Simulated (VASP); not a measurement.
# Re: single point with LDA

The system is Re.

```
CELL_PARAMETERS angstrom
2.70977 0.00000 0.00000
-1.35488 2.34673 0.00000
0.00000 0.00000 4.37201
ATOMIC_POSITIONS crystal
Re 0.33333 0.66667 0.25000
Re 0.66667 0.33333 0.75000
```

* Program: VASP 6.6.1
* Task: single point
* Functional: LDA
* Potentials or basis: VASP PAW LDA potentials, release 64 (Re)
* Cutoff: 520 eV
* k mesh: 18 × 18 × 10
* Occupations: gaussian, width 0.1 eV
* Spin: no spin polarisation
* Dipole correction: no
* Further INCAR settings: ALGO = Normal; EDIFF = 1e-06; NBANDS = 14

```json
{"Pressure": "15.2 GPa", "Band gap on the k mesh": "zero (bands 7 and 8 overlap by 3.66 eV)"}
```

Stress tensor (GPa, compression positive):
```
15.25  0.00  0.00
 0.00 15.25  0.00
 0.00  0.00 15.14
```

Levels at points of the mesh, in eV from the Fermi level:
| k point | band 3 | band 4 | band 5 | band 6 | band 7 | band 8 | band 9 | band 10 | band 11 | band 12 |
| --- | --- | --- | --- | --- | --- | --- | --- | --- | --- | --- |
| (0.00, 0.00, 0.00) | -1.76 | -1.76 | -1.74 | -0.84 | -0.84 | 0.16 | 0.16 | 0.90 | 3.62 | 3.62 |
| (0.50, 0.00, 0.00) | -5.66 | -2.15 | -1.66 | -1.44 | -0.62 | 4.30 | 4.77 | 4.90 | 6.61 | 7.67 |
| (0.00, 0.00, 0.50) | -2.53 | -2.53 | -1.90 | -1.90 | -1.90 | -1.90 | 2.75 | 2.75 | 2.75 | 2.75 |
| (0.50, 0.00, 0.50) | -4.44 | -4.44 | 0.39 | 0.39 | 1.15 | 1.15 | 4.65 | 4.65 | 5.21 | 5.21 |

It took 110 s on 1 thread of Intel Xeon 8259CL, on a shared host, peak memory 0.19 GiB.

Caveat: the cell stands under pressure; spin-orbit coupling is left out, which moves the levels of the heavy elements.
